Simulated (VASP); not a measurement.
Here is a VASP 6.6.1 calculation.

Contents of INCAR:

```
  ALGO = Normal
  EDIFF = 1E-7
  EDIFFG = -0.005
  ENCUT = 600
  GGA = PE
  IBRION = 2
  ISIF = 3
  ISMEAR = -1
  LASPH = True
  LCHARG = False
  LREAL = False
  LWAVE = False
  NELM = 60
  NSW = 100
  PREC = Accurate
  SIGMA = 0.05
```

KPOINTS

```
k-points
0
Gamma
  14 14 14
```

POSCAR

```
Ta
1.0
   -1.6512800000      1.6512800000      1.6512800000
    1.6512800000     -1.6512800000      1.6512800000
    1.6512800000      1.6512800000     -1.6512800000
Ta
1
Direct
    0.0000000000      0.0000000000      0.0000000000
```

Potentials or basis: VASP PAW PBE potentials, release 64 (Ta_pv).

The run is started by

```bash
$ cat potpaw_PBE.64/Ta_pv/POTCAR > POTCAR
$ mpirun -np 1 vasp_std > vasp.out
```

Task: Estimate the relaxed cell.

Result: a = 2.875 Å, b = 2.875 Å, c = 2.875 Å, α = 109.47°, β = 109.47°, γ = 109.47°.

Task: Estimate the relaxed volume.

Result: 18.29 Å³/atom.

Task: Estimate the band gap on the k mesh.

Result: Zero (an odd number of electrons rules out a gap without spin polarisation).

Task: Estimate the space group after relaxing (to 0.1 Å).

Result: Im-3m (No. 229).

The path:
```tsv
step	energy change (eV)	largest force (eV/Å)	pressure (GPa)	volume (Å³)
1	0.0000	0.0000	3.21	18.01
2	0.0123	0.0000	-6.86	18.97
3	-0.0027	0.0000	-0.03	18.29
```

Caveat: spin-orbit coupling is left out, which moves the levels of the heavy elements. Zero-point motion and thermal expansion aren't in these numbers.
